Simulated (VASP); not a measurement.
Input of a VASP 6.6.1 run:

INCAR

```
SYSTEM = LiF
  PREC = Accurate
  ENCUT = 600
  EDIFF = 1E-6
  ISMEAR = -1
  SIGMA = 0.02
  LREAL = .FALSE.
  LASPH = .TRUE.
  NELM = 80
  ALGO = Normal
  ISIF = 3
  LWAVE = .FALSE.
  LCHARG = .FALSE.
  GGA = PE
  IBRION = 2
  NSW = 80
  EDIFFG = -0.005
```

KPOINTS

```
Automatic mesh
0
G
  10 10 10
  0 0 0
```

Contents of POSCAR:

```
LiF
1.0
    0.0000000000      2.0140000000      2.0140000000
    2.0140000000      0.0000000000      2.0140000000
    2.0140000000      2.0140000000      0.0000000000
Li F
1 1
Direct
    0.0000000000      0.0000000000      0.0000000000
    0.5000000000      0.5000000000      0.5000000000
```

Potentials or basis: VASP PAW PBE potentials, release 64 (Li_sv, F).

Launch:

```sh
$ cat potpaw_PBE.64/Li_sv/POTCAR potpaw_PBE.64/F/POTCAR > POTCAR
$ mpirun -np 1 vasp_std > vasp.out
```

(1) Estimate the relaxed cell.

(2) Predict the space group after relaxing (to 0.1 Å).

(3) Estimate the relaxed volume.

(4) What does it give for the band gap on the k mesh?

Results:

(1) a = 2.868 Å, b = 2.868 Å, c = 2.868 Å, α = 60.00°, β = 60.00°, γ = 60.00°.

(2) Fm-3m (No. 225).

(3) 8.34 Å³/atom.

(4) 8.91 eV.

Caveat: the cutoff is under 1.25 times the usual one of these potentials, so pressure, stress and relaxed cells hold a basis-set (Pulay) error.
